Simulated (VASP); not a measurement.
Here is a VASP 6.6.1 calculation.

INCAR

```
SYSTEM = Bi2Se3
  PREC = Accurate
  ENCUT = 600
  EDIFF = 1E-6
  ISMEAR = -1
  SIGMA = 0.05
  LREAL = .FALSE.
  LASPH = .TRUE.
  NELM = 60
  ALGO = Normal
  ISIF = 3
  LWAVE = .FALSE.
  LCHARG = .FALSE.
  GGA = PS
  IBRION = 2
  NSW = 60
  EDIFFG = -0.01
  LUSENCCL = .FALSE.
```

KPOINTS

```
Automatic mesh
0
G
  8 8 8
  0 0 0
```

Contents of POSCAR:

```
Bi2Se3
1.0
    2.0715000000      1.1959810826      9.5453333333
   -2.0715000000      1.1959810826      9.5453333333
    0.0000000000     -2.3919621653      9.5453333333
Bi Se
2 3
Direct
    0.5992000000      0.5992000000      0.5992000000
    0.4008000000      0.4008000000      0.4008000000
    0.7883000000      0.7883000000      0.7883000000
    0.2117000000      0.2117000000      0.2117000000
    0.0000000000      0.0000000000      0.0000000000
```

Potentials or basis: VASP PAW PBE potentials, release 64 (Bi_d, Se).

Command:

```sh
$ cat potpaw_PBE.64/Bi_d/POTCAR potpaw_PBE.64/Se/POTCAR > POTCAR
$ mpirun -np 1 vasp_std > vasp.out
```

Predict the band gap on the k mesh.

0.11 eV, direct.

Estimate the space group after relaxing (to 0.05 Å).

R-3m (No. 166).

Estimate the relaxed volume.

28.16 Å³/atom.

Final structure:
```
CELL_PARAMETERS angstrom
2.06599 1.19280 9.52253
-2.06599 1.19280 9.52253
0.00000 -2.38559 9.52253
ATOMIC_POSITIONS crystal
Bi 0.59971 0.59971 0.59971
Bi 0.40029 0.40029 0.40029
Se 0.78857 0.78857 0.78857
Se 0.21143 0.21143 0.21143
Se 0.00000 0.00000 0.00000
```

Caveat: the PAW data sets were made with another functional, which shifts forces and pressure a little; spin-orbit coupling is left out, which moves the levels of the heavy elements. A k mesh can miss the band edges.
